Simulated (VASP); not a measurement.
Set up this calculation in VASP 6.6.1, as the native input.

```
Task                   : single point
Functional             : r2SCAN
Potentials or basis    : VASP PAW PBE potentials, release 64 (K_sv, Cl)
Cutoff                 : 520 eV
k mesh                 : 8 × 8 × 8
Occupations            : gaussian, width 0.01 eV
Spin                   : no spin polarisation
Dipole correction      : no
Further INCAR settings : ALGO = Normal; EDIFF = 1e-07; NBANDS = 15
```

The system is KCl.

```
K Cl
1.0
     3.77117   -0.01603    0.00000
    -0.01603    3.77117    0.00000
     0.00000    0.00000    3.77117
K Cl
1 1
Direct
  0.00000 0.00000 0.00000
  0.50000 0.50000 0.50000
```

This cell differs from its parent crystal: shear xy strain -0.9%.

One way to write it, as run:

POSCAR

```
KCl
1.0
    3.7711682906     -0.0160274652      0.0000000000
   -0.0160274652      3.7711682906      0.0000000000
    0.0000000000      0.0000000000      3.7711682906
K Cl
1 1
Direct
    0.0000000000      0.0000000000      0.0000000000
    0.5000000000      0.5000000000      0.5000000000
```

INCAR.step1

```
  ALGO = Normal
  EDIFF = 1E-4
  ENCUT = 520
  GGA = PE
  ISMEAR = 0
  LASPH = True
  LCHARG = False
  LREAL = False
  LWAVE = True
  NBANDS = 15
  NELM = 100
  PREC = Accurate
  SIGMA = 0.01
```

INCAR.step2

```
  ALGO = Normal
  EDIFF = 1E-7
  ENCUT = 520
  ISIF = 2
  ISMEAR = 0
  ISTART = 1
  LASPH = True
  LCHARG = False
  LMIXTAU = True
  LREAL = False
  LWAVE = False
  METAGGA = R2SCAN
  NBANDS = 15
  NELM = 100
  PREC = Accurate
  SIGMA = 0.01
```

KPOINTS

```
k-points
0
Gamma
  8 8 8
```

Potentials or basis: VASP PAW PBE potentials, release 64 (K_sv, Cl).

Run with:

```bash
$ cat potpaw_PBE.64/K_sv/POTCAR potpaw_PBE.64/Cl/POTCAR > POTCAR
$ cp INCAR.step1 INCAR
$ mpirun -np 1 vasp_std > vasp.out
$ cp INCAR.step2 INCAR
$ mpirun -np 1 vasp_std > vasp.out
```

It gave:

```yaml
Pressure: 0.0 GPa
Band_gap_on_the_k_mesh: 5.81 eV, indirect (least direct gap 6.02 eV)
```

Caveat: the cell differs from its parent crystal (shear xy strain -0.9%); the PAW data sets were made with another functional, which shifts forces and pressure a little.

Wall time 100 s on 1 thread of Intel(R) Xeon(R) 6975P-C (Granite Rapids), on a shared host, peak memory 0.21 GiB.
